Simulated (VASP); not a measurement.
Wanted: the native input for a VASP 6.6.1 run.

* Task: single point
* Functional: r2SCAN
* Potentials or basis: VASP PAW PBE potentials, release 64 (Sn_d, Mg)
* Cutoff: 660 eV
* k mesh: 6 × 6 × 6
* Occupations: fermi-dirac, width 0.02 eV
* Spin: no spin polarisation
* Dipole correction: no
* Further INCAR settings: ALGO = Normal; EDIFF = 1e-06; NBANDS = 16

The system is Mg2Sn.

```
Sn Mg
1.0
     0.00000    3.51513    3.51513
     3.51513    0.00000    3.51513
     3.51513    3.51513    0.00000
Sn Mg
1 2
Cartesian
  0.0000 0.0000 0.0000
  1.7576 1.7576 1.7576
  5.2727 5.2727 5.2727
```

This cell differs from its parent crystal: strain +4.0%.

One way to write it, as run:

POSCAR

```
Mg2Sn
1.0
    0.0000000000      3.5151326934      3.5151326934
    3.5151326934      0.0000000000      3.5151326934
    3.5151326934      3.5151326934      0.0000000000
Sn Mg
1 2
Direct
    0.0000000000      0.0000000000      0.0000000000
    0.2500000000      0.2500000000      0.2500000000
    0.7500000000      0.7500000000      0.7500000000
```

INCAR.step1

```
SYSTEM = Mg2Sn
ALGO     = Normal         ! electronic algorithm
EDIFF    = 1E-5           ! SCF threshold, eV
ENCUT    = 660            ! plane-wave cutoff, eV
GGA      = PE             ! functional
GGA_COMPAT= .FALSE.      
ISMEAR   = -1             ! smearing method
LASPH    = .TRUE.         ! aspherical terms in the spheres
LCHARG   = .FALSE.        ! write CHGCAR
LREAL    = .FALSE.        ! projectors in reciprocal space
LWAVE    = .TRUE.         ! write WAVECAR
NBANDS   = 16             ! bands
NELM     = 120            ! most SCF steps
PREC     = Accurate       ! precision mode
SIGMA    = 0.02           ! smearing width, eV
```

INCAR.step2

```
SYSTEM = Mg2Sn
ALGO     = Normal         ! electronic algorithm
EDIFF    = 1E-6           ! SCF threshold, eV
ENCUT    = 660            ! plane-wave cutoff, eV
GGA_COMPAT= .FALSE.      
ISIF     = 2              ! what is computed and relaxed
ISMEAR   = -1             ! smearing method
ISTART   = 1            
LASPH    = .TRUE.         ! aspherical terms in the spheres
LCHARG   = .TRUE.         ! write CHGCAR
LELF     = .TRUE.         ! ELF
LMIXTAU  = .TRUE.       
LREAL    = .FALSE.        ! projectors in reciprocal space
LVHAR    = .TRUE.       
LWAVE    = .FALSE.        ! write WAVECAR
METAGGA  = R2SCAN         ! meta-GGA
NBANDS   = 16             ! bands
NELM     = 120            ! most SCF steps
PREC     = Accurate       ! precision mode
SIGMA    = 0.02           ! smearing width, eV
```

KPOINTS

```
k-points
0
G
  6 6 6
  0 0 0
```

Potentials or basis: VASP PAW PBE potentials, release 64 (Sn_d, Mg).

Command:

```sh
$ cat potpaw_PBE.64/Sn_d/POTCAR potpaw_PBE.64/Mg/POTCAR > POTCAR
$ cp INCAR.step1 INCAR
$ mpirun -np 1 vasp_std > vasp.out
$ cp INCAR.step2 INCAR
$ mpirun -np 1 vasp_std > vasp.out
```

It gave:

```
Pressure               : -4.4 GPa
Band gap on the k mesh : zero (band 9 reaches 3.41 eV, above the bottom of band 10 at 3.38 eV)
```

Caveat: the cell differs from its parent crystal (strain +4.0%); the PAW data sets were made with another functional, which shifts forces and pressure a little; spin-orbit coupling is left out, which moves the levels of the heavy elements.

Wall time 96 s on 1 thread of Intel(R) Xeon(R) 6975P-C (Granite Rapids), on a shared host, peak memory 0.29 GiB.
